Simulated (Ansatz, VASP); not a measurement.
## Two plane-wave programs on B17N15

INCAR

```
SYSTEM = B17N15
PREC = Accurate
ENCUT = 520
EDIFF = 1E-6
ISMEAR = -1
SIGMA = 0.01
LREAL = Auto
LASPH = .TRUE.
NELM = 120
ALGO = Normal
ISIF = 2
LWAVE = .FALSE.
LCHARG = .FALSE.
GGA = PE
NBANDS = 85
GGA_COMPAT = .FALSE.
```

KPOINTS

```
Automatic mesh
0
G
  1 1 1
  0 0 0
```

The input POSCAR:

```
B17N15
1.0
   -3.6241103844      3.6241103844     -3.6241103844
    3.6241103844      3.6241103844      3.6241103844
    3.6241103844     -3.6241103844     -3.6241103844
B N
17 15
Direct
   -0.0013542582      0.0030932789      0.0012238574
   -0.0019564704      0.2503896393      0.7482480239
    0.0022358258      0.5048945858      0.5030071472
    0.0028343696      0.7527923563      0.2506454744
    0.2504513340      0.0004219008      0.7454737583
    0.2344964587      0.2504587039      0.4907370056
    0.2459654140      0.4977009201      0.2485412040
    0.2531099076      0.7486017444      0.0012244171
    0.5005085434     -0.0155157892      0.4907231841
    0.5003836160      0.2503252675      0.2176607260
    0.5004108298      0.5003393097     -0.0045756429
    0.5004299283      0.7480237884      0.7482606621
    0.7477599167     -0.0040918607      0.2485293975
    0.7503816779      0.2503821007     -0.0045260879
    0.7664488595      0.5163841596      0.7567027205
    0.7548987333      0.7521597244      0.5030062988
    0.5004060498      0.2504012785      0.5360769771
   -0.0084969693     -0.0023977900      0.2451266621
   -0.0009556565      0.2503848127     -0.0001694099
    0.0093683428      0.5065315116      0.7540517115
    0.0017924287      0.7517603415      0.5012135456
    0.2520015170      0.0019937445      0.0041405398
    0.2484174879      0.2503807083      0.7528616344
    0.2442997650      0.5032199060      0.4979516168
    0.2476440180      0.7414603438      0.2451270282
    0.5004161016     -0.0015987030      0.7528527575
    0.5003959107      0.4987369878      0.2525759939
    0.5004131180      0.7490120085     -0.0001478830
    0.7532427924     -0.0057732103      0.4979158643
    0.7488252050      0.2503932389      0.2525801463
    0.7524139765      0.5023759633      0.0048287256
    0.7565501284      0.7593201050      0.7540658160
```

Input for Ansatz:

```yaml
crystal:
  checkpoint: "../q0.relax_smeared.run"
  host: checkpoint
basis:
  ecutwfc: 420
  xc_grid: 2
hamiltonian:
  xc: pbe
  pseudopotentials: { kind: paw, azcp: { folder: soft_1 } }
kpoints:
  mp_grid: { grid: [1, 1, 1] }
scf:
  occupations: { method: fermi_dirac, width: 0.01 }
  max_iter: 100
output:
  forces: true
  eigenvalues: true
  charged_corrections:
    epsilon: 4.61
    static_epsilon: 6.98
    defect_position: [0.5, 0.25, 0.5]
checkpoint:
  read: "../q0.relax_smeared.run"
  write: "../q0.s3.run"
  compress: false
  write_wavefunctions: false
  write_every: 100000
```

Alike in both runs: task single point; functional PBE; k mesh 1 × 1 × 1; occupations fermi-dirac, width 0.01 eV; no spin polarisation.

```csv
,VASP,Ansatz
version,VASP 6.6.1,Ansatz 0.2.0
potentials or method,"VASP PAW PBE potentials, release 64 (B, N), cutoff 520 eV",plane-wave PAW DFT
valence electrons in the cell,126,126
```

```tsv
	VASP	Ansatz	Ansatz less VASP
gap on the k mesh at the Fermi level (eV)	1.24	1.24	-0.002
rms of the force components (eV/Å)	0.135	0.136	+0.0014
```

The functional is the same, so the differences come from potentials, cutoffs and numerics.
